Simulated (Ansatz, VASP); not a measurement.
**Two plane-wave programs on Te2Mo**

The input INCAR:

```
PREC = Accurate
ENCUT = 520
EDIFF = 1E-7
ISMEAR = 0
SIGMA = 0.05
LREAL = F
LASPH = T
NELM = 80
ALGO = Fast
ISIF = 2
LWAVE = F
LCHARG = F
GGA = PS
NBANDS = 64
```

The input KPOINTS:

```
Automatic mesh
0
Gamma
  9 9 1
```

File POSCAR:

```
Te2Mo
1.0
    3.4932091909      0.0000000000      0.0000000000
   -1.7466045954      3.0252079000      0.0000000000
    0.0000000000      0.0000000000     37.5161156315
Te Mo
8 4
Direct
    0.1162145159      0.5077246610      0.8403169803
    0.3333333333      0.6666666667      0.2318351738
    0.6666666667      0.3333333333      0.6719958813
    0.6666666667      0.3333333333      0.0453069351
    0.6666666667      0.3333333333      0.7681648262
    0.6666666667      0.3333333333      0.1415574758
    0.3333333333      0.6666666667      0.9546930649
    0.3333333333      0.6666666667      0.3280041187
    0.3333333333      0.6666666667      0.7200184287
    0.3333333333      0.6666666667      0.0934314856
    0.6666666667      0.3333333333      0.9065685144
    0.6666666667      0.3333333333      0.2799815713
```

Input for Ansatz:

```yaml
crystal:
  lattice:
    - [3.4932091909, 0.0, 0.0]
    - [-1.7466045954, 3.0252079, 0.0]
    - [0.0, 0.0, 37.5161156315]
  atoms:
    - { symbol: Te, position: [0.1162145159, 0.507724661, 0.8403169803] }
    - { symbol: Te, position: [0.3333333333, 0.6666666667, 0.2318351738] }
    - { symbol: Te, position: [0.6666666667, 0.3333333333, 0.6719958813] }
    - { symbol: Te, position: [0.6666666667, 0.3333333333, 0.0453069351] }
    - { symbol: Te, position: [0.6666666667, 0.3333333333, 0.7681648262] }
    - { symbol: Te, position: [0.6666666667, 0.3333333333, 0.1415574758] }
    - { symbol: Te, position: [0.3333333333, 0.6666666667, 0.9546930649] }
    - { symbol: Te, position: [0.3333333333, 0.6666666667, 0.3280041187] }
    - { symbol: Mo, position: [0.3333333333, 0.6666666667, 0.7200184287] }
    - { symbol: Mo, position: [0.3333333333, 0.6666666667, 0.0934314856] }
    - { symbol: Mo, position: [0.6666666667, 0.3333333333, 0.9065685144] }
    - { symbol: Mo, position: [0.6666666667, 0.3333333333, 0.2799815713] }
basis:
  ecutwfc: 420
kpoints:
  mp_grid: { grid: [9, 9, 1] }
hamiltonian:
  xc: pbesol
  pseudopotentials: { kind: paw, azcp: { folder: soft_1 } }
scf:
  occupations: { method: gaussian, width: 0.05 }
output:
  forces: true
  stress: true
  eigenvalues: true
  write_density: true
  write_potential: true
  elf: true
  volumetric_format: npy
```

Alike in both runs: task single point; functional PBEsol; k mesh 9 × 9 × 1; occupations gaussian, width 0.05 eV; no spin polarisation.

```csv
,VASP,Ansatz
version,VASP 6.6.1,Ansatz 0.2.0
potentials or method,"VASP PAW PBE potentials, release 64 (Te, Mo_sv), cutoff 520 eV","scalar-relativistic, plane waves, PAW"
valence electrons in the cell,104,184
```

```csv
,VASP,Ansatz,Ansatz less VASP
gap on the k mesh at the Fermi level (eV),none,none,-
rms of the force components (eV/Å),0.526,0.528,+0.0019
```

VASP's potentials were made for PBE, not for PBEsol, and Ansatz warns of the same on its side. Atom by atom the forces differ by 0.013 eV/Å (rms over components). A gap of «none» marks a metal or a gap that the smearing closes. VASP's potentials hold 104 valence electrons a cell and Ansatz's 184, so a difference there can come from the potentials and not from the codes. Ansatz's warnings: xc potential rough in thin density.

Neither program's run includes spin-orbit coupling.
